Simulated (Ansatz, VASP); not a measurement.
**Two plane-wave programs on Ta2N**

```
CELL_PARAMETERS angstrom
5.22885 0.00000 0.00000
-2.61443 4.52832 0.00000
0.00000 0.00000 4.88348
ATOMIC_POSITIONS crystal
Ta 0.66693 0.66693 0.75261
Ta 0.00000 0.33307 0.75261
Ta 0.33307 0.00000 0.75261
Ta 0.33307 0.33307 0.24739
Ta 0.00000 0.66693 0.24739
Ta 0.66693 0.00000 0.24739
N 0.66667 0.33333 0.50000
N 0.33333 0.66667 0.50000
N 0.00000 0.00000 0.00000
```

Alike in both runs: functional LDA; k mesh 9 × 9 × 8; occupations gaussian, width 0.1 eV; no spin polarisation.

Ansatz relaxed the structure, and its values are those at the end. VASP's run is a single point on that final structure, the one shown.

```csv
,VASP,Ansatz
version,VASP 6.6.1,Ansatz 0.2.0
potentials or method,"VASP PAW LDA potentials, release 64 (Ta_pv, N), cutoff 520 eV","scalar-relativistic, plane waves, PAW"
valence electrons in the cell,81,93
```

|  | VASP | Ansatz | Ansatz less VASP |
| --- | --- | --- | --- |
| gap on the k mesh at the Fermi level (eV) | none | none | - |
| pressure (GPa) | 1.6 | 0.0 | -1.58 |
| rms of the force components (eV/Å) | 0.008 | 0.000 | -0.0072 |

Ansatz warns that its potentials were made for another functional, while VASP's fit it. LDA's correlation is that of Perdew and Zunger in VASP and of Perdew and Wang (1992) in Ansatz. A gap of «none» marks a metal or a gap that the smearing closes. VASP's potentials hold 81 valence electrons a cell and Ansatz's 93, so a difference there can come from the potentials and not from the codes.

Spin-orbit coupling is off throughout.
